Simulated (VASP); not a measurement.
# Cr (P6_3/mmc) in VASP: a series of runs

Runs on Cr. Level: RPBE. Tasks: single point.

Everything below comes from runs of VASP 6.6.1. Logs are shortened: lines on timing, memory, paths and dates and some standing lists are left out, and cuts for length are marked.

**1. The cell of the first run**

It takes space group P6_3/mmc (No. 194, hexagonal). The conventional cell has a = 2.514 Å, b = 2.514 Å, c = 8.879 Å, α = 90.00°, β = 90.00°, γ = 120.00°. Cr (site symmetry -3m) has 12 Cr at 2.51 to 2.65 Å within 3.3 Å. Within 3.3 Å of Cr (site symmetry -6m2) lie 12 Cr at 2.51 to 2.65 Å.

This isn't the form of Cr at room conditions, which is bcc.

**2. Single point, RPBE, collinear spin, antiferromagnetic start**

Contents of INCAR:

```
SYSTEM = Cr
ALGO     = Normal         ! electronic algorithm
EDIFF    = 1E-7           ! SCF threshold, eV
ENCUT    = 520            ! plane-wave cutoff, eV
GGA      = RP             ! functional
ISIF     = 2              ! what is computed and relaxed
ISMEAR   = -1             ! smearing method
ISPIN    = 2              ! spin polarisation
LASPH    = .TRUE.         ! aspherical terms in the spheres
LCHARG   = .TRUE.         ! write CHGCAR
LELF     = .TRUE.         ! ELF
LMAXMIX  = 4              ! l up to which the mixer works
LORBIT   = 11             ! projections on sites
LREAL    = .FALSE.        ! projectors in reciprocal space
LVHAR    = .TRUE.       
LWAVE    = .FALSE.        ! write WAVECAR
MAGMOM   = 1.5 1.5 -1.5 -1.5 ! initial moments
NBANDS   = 36             ! bands
NELM     = 150            ! most SCF steps
PREC     = Accurate       ! precision mode
SIGMA    = 0.05           ! smearing width, eV
```

Contents of KPOINTS:

```
k-points
0
G
  14 14 4
  0 0 0
```

Contents of POSCAR:

```
Cr
1.0
    2.5144790389      0.0000000000      0.0000000000
   -1.2572395194      2.1776027250      0.0000000000
    0.0000000000      0.0000000000      8.8794743868
Cr
4
Direct
    0.0000000000      0.0000000000      1.0000000000
    0.0000000000      0.0000000000      0.5000000000
    0.3333333333      0.6666666667      0.2500000000
    0.6666666667      0.3333333333      0.7500000000
```

Potentials or basis: VASP PAW PBE potentials, release 64 (Cr_pv).

Started as:

```bash
cat potpaw_PBE.64/Cr_pv/POTCAR > POTCAR
mpirun -np 1 vasp_std > vasp.out
```

OUTCAR:

```text
SYSTEM = Cr
   EDIFF = 1E-7
   ENCUT = 520
   GGA = RP
   ISIF = 2
   ISMEAR = -1
   ISPIN = 2
   LASPH = .TRUE.
   LORBIT = 11
   LREAL = .FALSE.
   NELM = 150
   PREC = Accurate

 ion  position               nearest neighbor table
   1  0.000  0.000  0.000-   3 2.65   4 2.65   4 2.65   3 2.65   4 2.65   3 2.65
   2  0.000  0.000  0.500-   3 2.65   4 2.65   4 2.65   3 2.65   4 2.65   3 2.65
   3  0.333  0.667  0.250-   1 2.65   2 2.65   1 2.65   2 2.65   1 2.65   2 2.65
   4  0.667  0.333  0.750-   1 2.65   2 2.65   1 2.65   2 2.65   1 2.65   2 2.65

  LATTYP: Found a hexagonal cell.
 ALAT       =     2.5144790389
 C/A-ratio  =     3.5313376049

  Lattice vectors:

 A1 = (   2.5144790389,   0.0000000000,   0.0000000000)
 A2 = (  -1.2572395194,   2.1776027250,   0.0000000000)
 A3 = (   0.0000000000,   0.0000000000,   8.8794743868)

Analysis of symmetry for initial positions (statically):
=====================================================================
 Subroutine PRICEL returns:
 Original cell was already a primitive cell.

 Routine SETGRP: Setting up the symmetry group for a
 hexagonal supercell.

 Subroutine GETGRP returns: Found 24 space group operations
 (whereof 12 operations were pure point group operations)
 out of a pool of 24 trial point group operations.

The static configuration has the point symmetry D_3d.
 The point group associated with its full space group is D_6h.

Analysis of symmetry for dynamics (positions and initial velocities):
=====================================================================
 Subroutine PRICEL returns:
 Original cell was already a primitive cell.

 Routine SETGRP: Setting up the symmetry group for a
 hexagonal supercell.

 Subroutine GETGRP returns: Found 24 space group operations
 (whereof 12 operations were pure point group operations)
 out of a pool of 24 trial point group operations.

The dynamic configuration has the point symmetry D_3d.
 The point group associated with its full space group is D_6h.

Analysis of structural, dynamic, and magnetic symmetry:
=====================================================================
 Subroutine PRICEL returns:
 Original cell was already a primitive cell.

 Routine SETGRP: Setting up the symmetry group for a
 hexagonal supercell.

 Subroutine GETGRP returns: Found 24 space group operations
 (whereof 12 operations were pure point group operations)
 out of a pool of 24 trial point group operations.

The overall configuration has the point symmetry D_3d.
 The point group associated with its full space group is D_6h.

 Subroutine INISYM returns: Found 24 space group operations
 (whereof 12 operations are pure point group operations),
 and found     1 'primitive' translations

----------------------------------------------------------------------------------------

                                     Primitive cell

  volume of cell :      48.6199

  direct lattice vectors                    reciprocal lattice vectors
     2.514479039  0.000000000  0.000000000     0.397696694  0.229610293  0.000000000
    -1.257239519  2.177602725  0.000000000     0.000000000  0.459220586  0.000000000
     0.000000000  0.000000000  8.879474387     0.000000000  0.000000000  0.112619279

  length of vectors
     2.514479039  2.514479039  8.879474387     0.459220586  0.459220586  0.112619279

  position of ions in fractional coordinates (direct lattice)
     0.000000000  0.000000000  0.000000000
     0.000000000  0.000000000  0.500000000
     0.333333333  0.666666667  0.250000000
     0.666666667  0.333333333  0.750000000

  ion indices of the primitive-cell ions
   primitive index   ion index
                 1           1
                 2           2
                 3           3
                 4           4

----------------------------------------------------------------------------------------

 KPOINTS: k-points

Automatic generation of k-mesh.
 Grid dimensions read from file:
 generate k-points for:   14   14    4

 Generating k-lattice:

  Cartesian coordinates                     Fractional coordinates (reciprocal lattice)
     0.028406907  0.016400735  0.000000000     0.071428571  0.000000000  0.000000000
     0.000000000  0.032801470  0.000000000     0.000000000  0.071428571  0.000000000
     0.000000000  0.000000000  0.028154820     0.000000000  0.000000000  0.250000000

  Length of vectors
     0.032801470  0.032801470  0.028154820

  Shift w.r.t. Gamma in fractional coordinates (k-lattice)
     0.000000000  0.000000000  0.000000000

 Subroutine IBZKPT returns following result:
 ===========================================

 Found     72 irreducible k-points:

 Following reciprocal coordinates:
            Coordinates               Weight
  0.000000  0.000000  0.000000      1.000000
  0.071429 -0.000000  0.000000      6.000000
  0.142857 -0.000000  0.000000      6.000000
  0.214286 -0.000000  0.000000      6.000000
  0.285714 -0.000000  0.000000      6.000000
  0.357143 -0.000000  0.000000      6.000000
[... 16 lines left out ...]
  0.285714  0.285714  0.000000      6.000000
  0.357143  0.285714  0.000000      6.000000
 [... further k-points ...]
   k-points           NKPTS =     72   k-points in BZ     NKDIM =     72   number of bands    NBANDS=     36
   number of dos      NEDOS =    301   number of ions     NIONS =      4
   total plane-waves  NPLWV =  28000
   dimension x,y,z NGX =    20 NGY =   20 NGZ =   70
   dimension x,y,z NGXF=    40 NGYF=   40 NGZF=  140
   ions per type =               4
   NGX,Y,Z   is equivalent  to a cutoff of  13.22, 13.22, 13.11 a.u.
   NGXF,Y,Z  is equivalent  to a cutoff of  26.45, 26.45, 26.21 a.u.
 SYSTEM =  Cr
   PREC   = accura    normal or accurate (medium, high low for compatibility)
   ISTART =      0    job   : 0-new  1-cont  2-samecut
   ICHARG =      2    charge: 1-file 2-atom 10-const
   ISPIN  =      2    spin polarized calculation?
   LNONCOLLINEAR =      F non collinear calculations
   LSORBIT =      F    spin-orbit coupling
   LASPH  =      T    aspherical Exc in radial PAW
   ENCUT  =  520.0 eV  38.22 Ry    6.18 a.u.   4.68  4.68 16.51*2*pi/ulx,y,z
   NELM   =    150;   NELMIN=  2; NELMDL= -5     # of ELM steps
   EDIFF  = 0.1E-06   stopping-criterion for ELM
   LREAL  =      F    real-space projection
   EDIFFG = 0.1E-05   stopping-criterion for IOM
   NSW    =      0    number of steps for IOM
   IBRION =     -1    ionic relax: 0-MD 1-quasi-New 2-CG
   NFREE  =      0    steps in history (QN), initial steepest desc. (CG)
   ISIF   =      2    stress and relaxation
   ISYM   =      2    0-nonsym 1-usesym 2-fastsym
   POTIM  = 0.5000    time-step for ionic-motion
   TEBEG  =    0.0;   TEEND  =   0.0 temperature during run
   PSTRESS=    0.0 pullay stress
   NELECT =      48.0000    total number of electrons
   NUPDOWN=      -1.0000    fix difference up-down
   EMIN   =  10.00;   EMAX   =-10.00  energy-range for DOS
   EFERMI =   0.00;   METHOD = LEGACY
   ISMEAR =    -1;   SIGMA  =   0.05  broadening in eV -4-tet -1-fermi 0-gaus
   EFERMI_NEDOS =   21; number of points for ismear=-14 and -15
   IALGO  =     38    algorithm
   IMIX   =      4    mixing-type and parameters
     AMIX     =   0.40;   BMIX     =  1.00
     AMIX_MAG =   1.60;   BMIX_MAG =  1.00
  volume/ion in A,a.u.               =      12.15        82.03
  Fermi-wavevector in a.u.,A,eV,Ry     =   1.630111  3.080464 36.154257  2.657263
  Thomas-Fermi vector in A             =   2.722466
   LORBIT       =     11    0 simple, 1 ext, 2 COOP (PROOUT), +10 PAW based schemes
   GGA     = RP    functional components
   LHFCALC =     F    Hartree Fock is set to
   AEXX    =    0.0000 exact exchange contribution
   IVDW    =     0    specifies the selected vdW correction
   LEPSILON=     F    determine dielectric tensor
   LRPA    =     F    only Hartree local field effects (RPA)
 spin polarized calculation
  energy-cutoff  :      520.00
  volume of cell :       48.62
 maximum number of plane-waves:      1330
 NGX is ok and might be reduce to    20
   NGX =  9   NGY =  9   NGZ = 33

 number of electron      47.9999984 magnetization       0.0003860

 Free energy of the ion-electron system (eV)
  ---------------------------------------------------
  ext. energy  EPLUGINS =         0.00000000
  ---------------------------------------------------
  free energy    TOTEN  =       -34.43904748 eV

  energy without entropy =      -34.38764627  energy(sigma->0) =      -34.41334688

 E-fermi :  10.2167     XC(G=0): -13.2437

 val. band max:       10.2048993852   @ k =   0.3571  -0.0000   0.0000
 cond. band min:      10.2168940615   @ k =   0.0714  -0.0000   0.2500
 fundamental gap:      0.0119946762
 Fermi energy:        10.2167221926

 spin component 1

 k-point     1 :       0.0000    0.0000    0.0000
  band No.  band energies     occupation
      1     -33.1006      1.00000
      2     -32.7933      1.00000
      3     -32.7796      1.00000
      4     -32.4622      1.00000
      5     -32.3400      1.00000
      6     -32.3400      1.00000
[... 28 lines left out ...]
     35      12.4224      0.00000
     36      12.4224      0.00000
[... 866 lines left out ...]
      6     -32.8063      1.00000
[... 28 lines left out ...]
     35      17.6642      0.00000
     36      17.9672      0.00000

 [... further k-points ...]

 spin component 2

 k-point     1 :       0.0000    0.0000    0.0000
  band No.  band energies     occupation
      1     -33.1005      1.00000
      2     -32.7932      1.00000
      3     -32.7796      1.00000
      4     -32.4621      1.00000
      5     -32.3399      1.00000
      6     -32.3399      1.00000
[... 28 lines left out ...]
     35      12.4225      0.00000
     36      12.4225      0.00000
[... 866 lines left out ...]
      6     -32.8062      1.00000
[... 28 lines left out ...]
     35      17.6641      0.00000
     36      18.0310      0.00000

 [... further k-points ...]

------------------------ aborting loop because EDIFF is reached ----------------------------------------

  FORCE on cell =-STRESS in cart. coord.  units (eV):
  Direction    XX          YY          ZZ          XY          YZ          ZX
  --------------------------------------------------------------------------------------
  -------------------------------------------------------------------------------------
  Total       -0.1258907     -0.1258907     -0.0789548     -0.0000000      0.0000000      0.0000000
  in kB       -4.1484918     -4.1484918     -2.6018087     -0.0000000      0.0000000      0.0000000
  external PRESSURE =      -3.6329308 kB  Pullay stress =       0.0000000 kB

 VOLUME and BASIS-vectors are now :
 -----------------------------------------------------------------------------
  energy-cutoff  :      520.00
  volume of cell :       48.62
      direct lattice vectors                 reciprocal lattice vectors
     2.514479039  0.000000000  0.000000000     0.397696694  0.229610293  0.000000000
    -1.257239519  2.177602725  0.000000000     0.000000000  0.459220586  0.000000000
     0.000000000  0.000000000  8.879474387     0.000000000  0.000000000  0.112619279

 POSITION                                       TOTAL-FORCE (eV/Angst)
 -----------------------------------------------------------------------------------
      0.00000      0.00000      0.00000        -0.000000      0.000000     -0.000000
      0.00000      0.00000      4.43974        -0.000000      0.000000     -0.000000
     -0.00000      1.45174      2.21987         0.000000      0.000000     -0.000000
      1.25724      0.72587      6.65961         0.000000     -0.000000      0.000000
 -----------------------------------------------------------------------------------
    total drift:                                0.000000     -0.000000      0.000000

  FREE ENERGIE OF THE ION-ELECTRON SYSTEM (eV)
  ---------------------------------------------------
  free  energy   TOTEN  =       -34.4390474831 eV

  energy  without entropy=      -34.3876462681  energy(sigma->0) =      -34.41334688

 total charge

# of ion       s       p       d       tot
------------------------------------------
    1        0.449   6.360   4.176  10.985
    2        0.449   6.360   4.176  10.985
    3        0.449   6.361   4.172  10.981
    4        0.449   6.361   4.172  10.981
--------------------------------------------------
tot          1.796  25.442  16.696  43.934

 magnetization (x)

# of ion       s       p       d       tot
------------------------------------------
    1       -0.000   0.000   0.000   0.000
    2       -0.000   0.000   0.000   0.000
    3       -0.000   0.000   0.000   0.000
    4       -0.000   0.000   0.000   0.000
--------------------------------------------------
tot         -0.000   0.000   0.000   0.000
```

Wall time 4.8 min (1 thread of Oxide Virtual Turin-like, shared host); peak memory 0.27 GiB.

Results:

- Free energy: -34.4390 eV
- Pressure: -0.4 GPa
- Band gap on the k mesh: zero (filled and empty bands overlap)
- Net moment: 0.00 μB per cell
- Valence electrons inside the program's atomic spheres: Cr 10.98

Caveat: the moments typed at the start vanished in this run; the PAW data sets were made with another functional, which shifts forces and pressure a little.

**3. Single point, RPBE, collinear spin, antiferromagnetic start (10.70 Å³/atom)**

This run uses another cell than the first one, of 10.70 Å³/atom.

Contents of INCAR:

```
SYSTEM = Cr
  PREC = Accurate
  ENCUT = 520
  EDIFF = 1E-7
  ISMEAR = -1
  SIGMA = 0.05
  LREAL = .False.
  LASPH = .True.
  NELM = 150
  ALGO = Normal
  ISIF = 2
  LWAVE = .False.
  LCHARG = .False.
  ISPIN = 2
  MAGMOM = 1.5 1.5 -1.5 -1.5
  LORBIT = 11
  LMAXMIX = 4
  GGA = RP
  NBANDS = 36
```

Contents of KPOINTS:

```
Automatic mesh
0
Gamma
  16 16 4
  0 0 0
```

Contents of POSCAR:

```
Cr
1.0
    2.4095849594      0.0000000000      0.0000000000
   -1.2047924797      2.0867617874      0.0000000000
    0.0000000000      0.0000000000      8.5090579794
Cr
4
Direct
    0.0000000000      0.0000000000      1.0000000000
    0.0000000000      0.0000000000      0.5000000000
    0.3333333333      0.6666666667      0.2500000000
    0.6666666667      0.3333333333      0.7500000000
```

Potentials or basis: VASP PAW PBE potentials, release 64 (Cr_pv).

Started as:

```bash
cat potpaw_PBE.64/Cr_pv/POTCAR > POTCAR
mpirun -np 1 vasp_std > vasp.out
```

It took 3.6 min on 1 thread of Oxide Virtual Turin-like, shared host; peak memory 0.27 GiB.

Results (log left out):

- Free energy: -33.8380 eV
- Pressure: 36.8 GPa
- Band gap on the k mesh: zero (filled and empty bands overlap)
- Net moment: 0.00 μB per cell
- Valence electrons inside the program's atomic spheres: Cr 11.28, 11.27 (each value once)

Stress tensor (GPa, compression positive):
```
38.21  0.00  0.00
 0.00 38.21  0.00
 0.00  0.00 33.93
```

Levels at points of the mesh, in eV from the Fermi level:
Spin up:
| k point | band 21 | band 22 | band 23 | band 24 | band 25 | band 26 | band 27 | band 28 |
| --- | --- | --- | --- | --- | --- | --- | --- | --- |
| (0.00, 0.00, 0.00) | -0.55 | -0.44 | -0.44 | -0.25 | -0.25 | -0.13 | -0.13 | 0.03 |
| (0.50, 0.00, 0.00) | -0.75 | -0.32 | -0.28 | 1.03 | 1.04 | 2.09 | 2.65 | 2.68 |
| (0.00, 0.00, 0.50) | -0.46 | -0.46 | -0.46 | -0.46 | -0.24 | -0.24 | -0.24 | -0.24 |
| (0.50, 0.00, 0.50) | 0.08 | 0.08 | 0.22 | 0.22 | 0.79 | 0.79 | 2.15 | 2.15 |
Spin down:
| k point | band 21 | band 22 | band 23 | band 24 | band 25 | band 26 | band 27 | band 28 |
| --- | --- | --- | --- | --- | --- | --- | --- | --- |
| (0.00, 0.00, 0.00) | -0.55 | -0.44 | -0.44 | -0.25 | -0.25 | -0.13 | -0.13 | 0.03 |
| (0.50, 0.00, 0.00) | -0.75 | -0.32 | -0.28 | 1.03 | 1.04 | 2.09 | 2.65 | 2.68 |
| (0.00, 0.00, 0.50) | -0.46 | -0.46 | -0.46 | -0.46 | -0.24 | -0.24 | -0.24 | -0.24 |
| (0.50, 0.00, 0.50) | 0.08 | 0.08 | 0.22 | 0.22 | 0.79 | 0.79 | 2.15 | 2.15 |

Caveat: the cell stands under pressure; the moments typed at the start vanished in this run; the PAW data sets were made with another functional, which shifts forces and pressure a little.

The gap in the log of VASP goes by the Fermi energy; the results here count the filled bands.